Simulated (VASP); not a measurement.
Wanted: the native input for a VASP 6.6.1 run.

- Task: single point
- Functional: PBEsol
- Potentials or basis: VASP PAW PBE potentials, release 64 (Ca_sv)
- Cutoff: 520 eV
- k mesh: 12 × 12 × 8
- Occupations: gaussian, width 0.1 eV
- Spin: no spin polarisation
- Dipole correction: no
- Further INCAR settings: ALGO = Fast; EDIFF = 1e-07; NBANDS = 17

The structure of Ca lies in POSCAR:

```
Ca
1.0
    3.8524073137      0.0000000000      0.0000000000
   -1.9262036569      3.3362825994      0.0000000000
    0.0000000000      0.0000000000      6.1507577250
Ca
2
Direct
    0.6666666667      0.3333333333      0.7500000000
    0.3333333333      0.6666666667      0.2500000000
```

This isn't the form of Ca at room conditions, which is fcc.

This cell differs from its parent crystal: strain along c alone, the other axes held: -3.0 %.

These files were run (other wordings do the same):

INCAR

```
SYSTEM = Ca
ALGO = Fast ; EDIFF = 1E-7
ENCUT = 520 ; GGA = PS
ISIF = 2 ; ISMEAR = 0
LASPH = .True. ; LCHARG = .False.
LREAL = .False. ; LWAVE = .False.
NBANDS = 17 ; NELM = 80
PREC = Accurate ; SIGMA = 0.1
```

KPOINTS

```
k-points
0
Gamma
  12 12 8
  0 0 0
```

Potentials or basis: VASP PAW PBE potentials, release 64 (Ca_sv).

Run with:

```bash
$ cat potpaw_PBE.64/Ca_sv/POTCAR > POTCAR
$ mpirun -np 1 vasp_std > vasp.out
```

Results of the run:

| Quantity | Value |
| --- | --- |
| Pressure | 0.6 GPa |
| Band gap on the k mesh | zero (bands 10 and 11 overlap by 0.47 eV) |

Caveat: the cell differs from its parent crystal (strain along c alone, the other axes held: -3.0 %); the PAW data sets were made with another functional, which shifts forces and pressure a little.

Run time: 110 s on 1 thread of Oxide Virtual Turin-like Processor, on a shared host, peak memory 0.23 GiB.
